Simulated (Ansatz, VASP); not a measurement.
## Two plane-wave programs on WSe2

Contents of INCAR:

```
SYSTEM = WSe2
ALGO = Normal
EDIFF = 1E-6
ENCUT = 520
GGA = PS
ISIF = 2
ISMEAR = 0
LASPH = .True.
LCHARG = .False.
LREAL = .False.
LWAVE = .False.
NBANDS = 35
NELM = 100
PREC = Accurate
SIGMA = 0.05
```

Contents of KPOINTS:

```
k-points
0
Gamma
  12 12 2
  0 0 0
```

The input POSCAR:

```
WSe2
1.0
    3.2711504299      0.0000000000      0.0000000000
   -1.6355752149      2.8328993719      0.0000000000
    0.0000000000      0.0000000000     13.2206659015
W Se
2 4
Direct
    0.3333356327      0.6666683499      0.2500000000
    0.6959301271      0.3547556732      0.7500000000
    0.2992366112      0.6417061337      0.6233861490
    0.6666988760      0.3333569122      0.1233861490
    0.2992366112      0.6417061337      0.8766138510
    0.6666988760      0.3333569122      0.3766138510
```

Input for Ansatz:

```yaml
crystal:
  lattice:
    - [3.2711504299, 0.0, 0.0]
    - [-1.6355752149, 2.8328993719, 0.0]
    - [0.0, 0.0, 13.2206659015]
  atoms:
    - { symbol: W, position: [0.3333356327, 0.6666683499, 0.25] }
    - { symbol: W, position: [0.6959301271, 0.3547556732, 0.75] }
    - { symbol: Se, position: [0.2992366112, 0.6417061337, 0.623386149] }
    - { symbol: Se, position: [0.666698876, 0.3333569122, 0.123386149] }
    - { symbol: Se, position: [0.2992366112, 0.6417061337, 0.876613851] }
    - { symbol: Se, position: [0.666698876, 0.3333569122, 0.376613851] }
basis:
  ecutwfc: 420
kpoints:
  mp_grid: { grid: [12, 12, 2] }
hamiltonian:
  xc: pbesol
scf:
  occupations: { method: gaussian, width: 0.05 }
output:
  forces: true
  stress: true
  eigenvalues: true
```

Change from the starting cell: mode 11 (245.6 1/cm) frozen in, largest displacement -0.100 Å.

Alike in both runs: task single point; functional PBEsol; k mesh 12 × 12 × 2; occupations gaussian, width 0.05 eV; no spin polarisation.

|  | VASP | Ansatz |
| --- | --- | --- |
| version | VASP 6.6.1 | Ansatz 0.2.0 |
| potentials or method | VASP PAW PBE potentials, release 64 (W_sv, Se), cutoff 520 eV | scalar-relativistic, plane waves, PAW |
| valence electrons in the cell | 52 | 92 |

```csv
,VASP,Ansatz,Ansatz less VASP
gap on the k mesh at the Fermi level (eV),1.00,1.00,+0.005
least direct gap on the mesh (eV),1.55,1.56,+0.004
pressure (GPa),1.4,1.0,-0.43
"traceless stress, the component that is largest in VASP (GPa)",-1.83,-1.75,+0.080
rms of the force components (eV/Å),1.047,1.039,-0.0084
```

VASP's potentials were made for PBE, not for PBEsol. Atom by atom the forces differ by 0.029 eV/Å (rms over components). The functional is the same, so the differences come from potentials, cutoffs and numerics. VASP's potentials hold 52 valence electrons a cell and Ansatz's 92, so a difference there can come from the potentials and not from the codes.

Neither program's run includes spin-orbit coupling.
